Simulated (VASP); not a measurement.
Input of a VASP 6.6.1 run:

The input INCAR:

```
SYSTEM = CuI
ALGO = Normal
EDIFF = 1E-6
ENCUT = 520
GGA = PE
ISIF = 2
ISMEAR = 0
LASPH = .TRUE.
LCHARG = .TRUE.
LELF = .TRUE.
LREAL = .FALSE.
LVHAR = .TRUE.
LWAVE = .FALSE.
NBANDS = 16
NELM = 80
PREC = Accurate
SIGMA = 0.01
```

Contents of KPOINTS:

```
k-points
0
G
  6 6 6
  0 0 0
```

File POSCAR:

```
CuI
1.0
    0.0000000000      3.0695449794      3.0695449794
    3.0695449794      0.0000000000      3.0695449794
    3.0695449794      3.0695449794      0.0000000000
Cu I
1 1
Direct
    0.2500000000      0.2500000000      0.2500000000
    0.0000000000      0.0000000000      0.0000000000
```

Potentials or basis: VASP PAW PBE potentials, release 64 (Cu, I).

The run is started by

```sh
$ cat potpaw_PBE.64/Cu/POTCAR potpaw_PBE.64/I/POTCAR > POTCAR
$ mpirun -np 1 vasp_std > vasp.out
```

Estimate the pressure.

-0.7 GPa.

Predict the band gap on the k mesh.

1.05 eV, direct.

Caveat: spin-orbit coupling is left out, which moves the levels of the heavy elements.
